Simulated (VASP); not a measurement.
Wanted: the native input for a VASP 6.6.1 run.

| Item | Value |
| --- | --- |
| Task | single point |
| Functional | LDA |
| Potentials or basis | VASP PAW LDA potentials, release 64 (Pb_d) |
| Cutoff | 520 eV |
| k mesh | 14 × 14 × 14 |
| Occupations | fermi-dirac, width 0.05 eV |
| Spin | no spin polarisation |
| Dipole correction | no |
| Further INCAR settings | ALGO = Normal; EDIFF = 1e-06; NBANDS = 13 |

The structure of Pb lies in POSCAR:

```
Pb
1.0
   -1.4230663433      1.4230663433      1.4230663433
    1.4230663433     -1.4230663433      1.4230663433
    1.4230663433      1.4230663433     -1.4230663433
Pb
1
Direct
    0.0000000000      0.0000000000      0.0000000000
```

This cell differs from its parent crystal: volume scaled by 0.4.

These files were run (other wordings do the same):

INCAR

```
SYSTEM = Pb
  PREC = Accurate
  ENCUT = 520
  EDIFF = 1E-6
  ISMEAR = -1
  SIGMA = 0.05
  LREAL = .FALSE.
  LASPH = .TRUE.
  NELM = 80
  ALGO = Normal
  ISIF = 2
  LWAVE = .FALSE.
  LCHARG = .FALSE.
  NBANDS = 13
```

KPOINTS

```
Automatic mesh
0
G
  14 14 14
  0 0 0
```

Potentials or basis: VASP PAW LDA potentials, release 64 (Pb_d).

The run is started by

```console
$ cat potpaw_LDA.64/Pb_d/POTCAR > POTCAR
$ mpirun -np 1 vasp_std > vasp.out
```

Results of the run:

```yaml
Pressure: 473.8 GPa
Band_gap_on_the_k_mesh: zero (band 7 reaches 34.67 eV, above the bottom of band 8 at 21.04 eV)
```

Caveat: spin-orbit coupling is left out, which moves the levels of the heavy elements.

Wall time 14 s on 1 thread of AMD EPYC 7R43 64-Core Processor (Zen 3), on a shared host, peak memory 0.09 GiB.
